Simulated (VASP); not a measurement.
Crystal: Y2AlN3.

```
Y Al N
1.0
     3.35115    0.00093    0.03768
     0.00162    5.86929   -0.08186
     0.09068   -0.11374    8.04520
Y Al N
4 2 6
Direct
  0.93100 0.33986 0.70442
  0.47935 0.80804 0.67698
  0.49481 0.13167 0.36905
  0.09373 0.65777 0.28875
  0.97746 0.03542 0.97179
  0.47725 0.49802 0.97067
  0.04439 0.34995 0.14654
  0.45147 0.81846 0.09698
  0.59546 0.17613 0.85569
  0.03028 0.68291 0.87501
  0.99240 0.96648 0.51895
  0.43239 0.53531 0.52519
```

* Program: VASP 6.6.1
* Task: relaxation of cell and atoms
* Functional: PBE
* Potentials or basis: VASP PAW PBE potentials, release 64 (Y_sv, Al, N)
* Cutoff: 600 eV
* k mesh: 4 × 2 × 2
* Occupations: gaussian, width 0.1 eV
* Spin: no spin polarisation

At the start: pressure 7.9 GPa; volume 13.18 Å³/atom.

Problem. Where does the relaxation end?

Solution. Over 26 steps the energy falls by 527.7 meV/atom and the volume is 12.64 Å³/atom (-4.1 %); space group P1 (No. 1, to 0.1 Å) before, P-3m1 (No. 164, to 0.1 Å).

Step by step:
| step | energy change (eV) | largest force (eV/Å) | pressure (GPa) | volume (Å³) |
| --- | --- | --- | --- | --- |
| 1 | 0.0000 | 7.9185 | 7.92 | 158.19 |
| 2 | -3.7258 | 2.4740 | -14.41 | 173.40 |
| 3 | -3.8785 | 2.3526 | -11.70 | 169.52 |
| 4 | -5.4072 | 2.0933 | 5.69 | 149.77 |
| 5 | -5.4161 | 1.9945 | 4.21 | 150.93 |
| 6 | -5.9452 | 1.2353 | 1.27 | 152.03 |
| 7 | -5.9635 | 1.3552 | 0.88 | 152.28 |
| 8 | -6.1982 | 0.6189 | -1.94 | 154.08 |
| 9 | -6.2097 | 0.6149 | -2.54 | 154.57 |
| 10 | -6.2669 | 0.4852 | 1.85 | 150.58 |
| 11 | -6.2699 | 0.4527 | 1.01 | 151.27 |
| 12 | -6.3032 | 0.3062 | 0.17 | 151.80 |
| 13 | -6.3053 | 0.2776 | -0.08 | 151.98 |
| 14 | -6.3208 | 0.1524 | -0.32 | 152.06 |
| 15 | -6.3217 | 0.1893 | -0.38 | 152.08 |
| 16 | -6.3268 | 0.0941 | 0.41 | 151.37 |
| 17 | -6.3268 | 0.0875 | 0.49 | 151.29 |
| 18 | -6.3294 | 0.0937 | -0.20 | 151.84 |
| 19 | -6.3295 | 0.0905 | -0.16 | 151.82 |
| 20 | -6.3308 | 0.0368 | -0.05 | 151.72 |
| 21 | -6.3308 | 0.0445 | -0.03 | 151.70 |
| 22 | -6.3314 | 0.0336 | 0.09 | 151.60 |
| 23 | -6.3314 | 0.0330 | 0.12 | 151.57 |
| 24 | -6.3316 | 0.0258 | -0.13 | 151.77 |
| 25 | -6.3316 | 0.0265 | -0.10 | 151.75 |
| 26 | -6.3318 | 0.0193 | 0.00 | 151.66 |

Final structure:
```xyz
12
Lattice="3.3266 -0.0039 0.0026 -0.0002 5.7224 -0.0155 0.0012 -0.0121 7.9669" Properties=species:S:1:pos:R:3 pbc="T T T"
Y     3.3221    1.9009    5.4308
Y     1.6657    4.7655    5.4196
Y     1.6712    0.9413    2.5320
Y     3.3260    3.8003    2.5280
Al    0.0162    5.7094    7.9508
Al    1.6421    2.8624   -0.0063
N     0.0099    1.8894    1.1128
N     1.6627    4.7493    1.1052
N     1.6565    0.9577    6.8479
N     0.0024    3.8204    6.8399
N     0.0028    5.7148    3.9687
N     1.6610    2.8532    3.9766
```

Caveat: the k points lie up to 0.55 Å⁻¹ apart in the final cell.
